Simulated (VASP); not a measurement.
Li2TaO3: relaxation of cell and atoms with PBE

The system is Li2TaO3.

```
Li Ta O
1.0
     2.86885    0.00000    0.00000
     0.00000    2.86885    0.00000
     0.00000    0.00000    8.90322
Li Ta O
2 1 3
Direct
  0.00000 0.00000 0.85252
  0.50000 0.50000 0.62354
  0.50000 0.50000 0.16358
  0.00000 0.00000 0.65043
  0.00000 0.00000 0.24880
  0.50000 0.50000 0.96113
```

```json
{"Program": "VASP 6.6.1", "Task": "relaxation of cell and atoms", "Functional": "PBE", "Potentials or basis": "VASP PAW PBE potentials, release 64 (Li_sv, Ta_pv, O)", "Cutoff": "600 eV", "k mesh": "14 × 14 × 4", "Occupations": "gaussian, width 0.1 eV", "Spin": "no spin polarisation", "Dipole correction": "no", "Further INCAR settings": "ALGO = Normal; EDIFF = 1e-06; IBRION = 2; EDIFFG = -0.01; NSW = 100; ISIF = 3"}
```

```yaml
Relaxed_volume: 12.14 Å³/atom
Relaxed_cell: a = 2.874 Å, b = 2.874 Å, c = 8.814 Å, α = 90.00°, β = 90.00°, γ = 90.00°
Space_group_after_relaxing_to_0.05_Å: P4mm (No. 99)
Energy_gained_by_relaxing: 0.3 meV/atom
Ionic_steps: 36
Pressure_after_relaxing: 0.0 GPa
Largest_force_after_relaxing: 0.009 eV/Å
```

Forces on the atoms (eV/Å):
```
Li   0.000  0.000 -0.009
Li   0.000  0.000 -0.008
Ta   0.000  0.000  0.004
O    0.000  0.000  0.005
O    0.000  0.000  0.005
O    0.000  0.000  0.002
```

Step by step:
```csv
step,energy change (eV),largest force (eV/Å),pressure (GPa),volume (Å³)
1,0.0000,0.2343,0.46,73.28
2,0.0061,0.7002,-1.03,73.64
3,-0.0006,0.0316,0.10,73.36
4,-0.0008,0.0229,-0.02,73.45
5,-0.0009,0.0317,-0.17,73.54
6,-0.0010,0.0222,-0.09,73.48
7,-0.0010,0.0330,-0.01,73.44
8,-0.0010,0.0258,-0.03,73.45
9,-0.0011,0.0530,-0.06,73.41
10,-0.0011,0.0355,-0.05,73.42
11,-0.0011,0.0287,-0.04,73.40
12,-0.0012,0.0231,0.00,73.35
13,-0.0012,0.0406,0.09,73.23
14,-0.0012,0.0212,0.08,73.28
15,-0.0012,0.0231,0.03,73.27
16,-0.0013,0.0276,-0.07,73.22
17,-0.0014,0.0282,-0.05,73.19
18,-0.0014,0.1030,0.04,73.09
19,-0.0014,0.0881,0.02,73.11
20,-0.0014,0.0826,0.01,73.09
21,-0.0015,0.0710,-0.02,73.04
22,-0.0016,0.0478,-0.03,72.94
23,-0.0015,0.0697,-0.09,72.74
24,-0.0016,0.0404,-0.05,72.90
25,-0.0017,0.0371,-0.05,72.88
26,-0.0017,0.0619,-0.06,72.84
27,-0.0018,0.0472,-0.02,72.83
28,-0.0018,0.0126,0.08,72.78
29,-0.0018,0.0127,0.10,72.77
30,-0.0018,0.0121,0.09,72.78
31,-0.0019,0.0101,0.02,72.80
32,-0.0018,0.0218,-0.10,72.86
33,-0.0019,0.0106,-0.02,72.82
34,-0.0019,0.0126,-0.01,72.82
35,-0.0019,0.0110,-0.01,72.82
36,-0.0019,0.0087,-0.03,72.82
```

Final structure:
```
Li Ta O
1.0
     2.87431    0.00000    0.00000
     0.00000    2.87431    0.00000
     0.00000    0.00000    8.81426
Li Ta O
2 1 3
Direct
  0.00000 0.00000 0.85164
  0.50000 0.50000 0.62193
  0.50000 0.50000 0.16655
  0.00000 0.00000 0.64737
  0.00000 0.00000 0.25100
  0.50000 0.50000 0.96152
```

Levels at points of the mesh, in eV from the Fermi level:
```tsv
k point	band 14	band 15	band 16	band 17	band 18	band 19	band 20	band 21
(0.00, 0.00, 0.00)	-4.00	-4.00	-1.90	-0.10	-0.10	-0.02	2.58	2.82
(0.50, 0.00, 0.00)	-3.88	-2.30	-1.05	-0.68	0.34	0.49	2.61	3.49
(0.50, 0.50, 0.00)	-5.38	-2.38	-2.38	-0.47	1.63	1.63	2.29	4.15
(0.00, 0.00, 0.50)	-4.00	-4.00	-1.94	-0.10	-0.10	0.00	2.58	3.13
(0.50, 0.00, 0.50)	-3.88	-2.26	-1.03	-0.71	0.34	0.47	2.61	3.28
(0.50, 0.50, 0.50)	-5.38	-2.38	-2.38	-0.46	1.62	1.62	2.28	4.13
```

Wall time 16 min on 1 thread of Intel(R) Xeon(R) 6975P-C (Granite Rapids), on a shared host, peak memory 0.36 GiB.

Caveat: the cutoff is under 1.25 times the usual one of these potentials, so pressure, stress and relaxed cells hold a basis-set (Pulay) error; spin-orbit coupling is left out, which moves the levels of the heavy elements; an odd number of electrons without spin polarisation forces a metal; a magnetic or distorted state may lie lower.
